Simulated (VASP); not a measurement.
Write the native input for VASP 6.6.1 that does the following.

```yaml
Task: single point
Functional: PBE
Potentials_or_basis: VASP PAW PBE potentials, release 64 (Tm_3, I), 4f in core
Cutoff: 500 eV
k_mesh: 3 × 3 × 3
Occupations: gaussian, width 0.2 eV
Spin: no spin polarisation
Dipole_correction: no
Further_INCAR_settings: ALGO = Normal; EDIFF = 1e-06; NBANDS = 26
```

The structure of TmI4 lies in POSCAR:

```
TmI4
1.0
    5.5503279365      0.0000000027      0.0000000000
   -2.7751639706      4.8067249910      0.0000000000
    0.0000000000      0.0000000000      8.0919287236
Tm I
1 4
Direct
    0.0000000000      0.0000000000      0.0000000000
    0.3333333333      0.6666666667      0.2211926695
    0.6666666667      0.3333333333      0.2211926695
    0.6666666667      0.3333333333      0.7788073305
    0.3333333333      0.6666666667      0.7788073305
```

The cell was generated, and may not be a known phase.

One way to write it, as run:

INCAR

```
  ALGO = Normal
  EDIFF = 1E-6
  ENCUT = 500
  GGA = PE
  GGA_COMPAT = F
  ISIF = 2
  ISMEAR = 0
  LASPH = T
  LCHARG = F
  LMAXMIX = 6
  LREAL = F
  LWAVE = F
  NBANDS = 26
  NELM = 200
  PREC = Accurate
  SIGMA = 0.2
```

KPOINTS

```
k-points
0
Gamma
  3 3 3
```

Potentials or basis: VASP PAW PBE potentials, release 64 (Tm_3, I), 4f in core.

Command:

```sh
$ cat potpaw_PBE.64/Tm_3/POTCAR potpaw_PBE.64/I/POTCAR > POTCAR
$ mpirun -np 1 vasp_std > vasp.out
```

Results of the run:

| Quantity | Value |
| --- | --- |
| Pressure | 0.1 GPa |
| Largest force | 0.015 eV/Å |
| Band gap on the k mesh | zero (an odd number of electrons rules out a gap without spin polarisation) |

Caveat: the k points lie up to 0.44 Å⁻¹ apart, too coarse for converged energies and pressures of a metal; spin-orbit coupling is left out, which moves the levels of the heavy elements; this functional lacks dispersion, which binds layers or chains, so the pressure and a relaxed spacing across them are unreliable; the 4f electrons are frozen in the core, so they carry no moment and show no levels; an odd number of electrons without spin polarisation forces a metal; a magnetic or distorted state may lie lower; the run has no spin polarisation, though such a crystal can be magnetic.

Run time: 24 s on 1 thread of AMD EPYC 9R45 96-Core Processor (Zen 5), on a shared host, peak memory 0.26 GiB.
